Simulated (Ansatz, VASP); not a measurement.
BiSbTe2S: VASP beside Ansatz

```
CELL_PARAMETERS angstrom
4.81236 0.00000 0.00000
-2.40618 4.16763 0.00000
0.00000 0.00000 8.34575
ATOMIC_POSITIONS crystal
Sb 0.33333 0.66667 0.00000
Bi 0.33333 0.66667 0.50000
Te 0.33333 0.66667 0.25133
Te 0.33333 0.66667 0.74867
S 0.66667 0.33333 0.00000
```

Alike in both runs: task single point; functional PBE; k mesh 6 × 6 × 2; occupations gaussian, width 0.1 eV; no spin polarisation.

|  | VASP | Ansatz |
| --- | --- | --- |
| version | VASP 6.6.1 | Ansatz 0.2.0 |
| potentials or method | VASP PAW PBE potentials, release 64 (Sb, Bi_d, Te, S), cutoff 520 eV | scalar-relativistic, plane waves, PAW |
| valence electrons in the cell | 38 | 68 |

Ansatz gave:

| Item | Value |
| --- | --- |
| gap on the k mesh at the Fermi level (eV) | none |
| rms of the force components (eV/Å) | 2.256 |

Question: What did VASP give for the same quantities?

Answer: gap on the k mesh at the Fermi level (eV): none; rms of the force components (eV/Å): 2.295.

Atom by atom the forces differ by 0.038 eV/Å (rms over components). A gap of «none» marks a metal or a gap that the smearing closes. VASP's potentials hold 38 valence electrons a cell and Ansatz's 68, so a difference there can come from the potentials and not from the codes.

The k mesh is coarse, so the values compare programs but aren't converged. Spin-orbit coupling is off throughout.
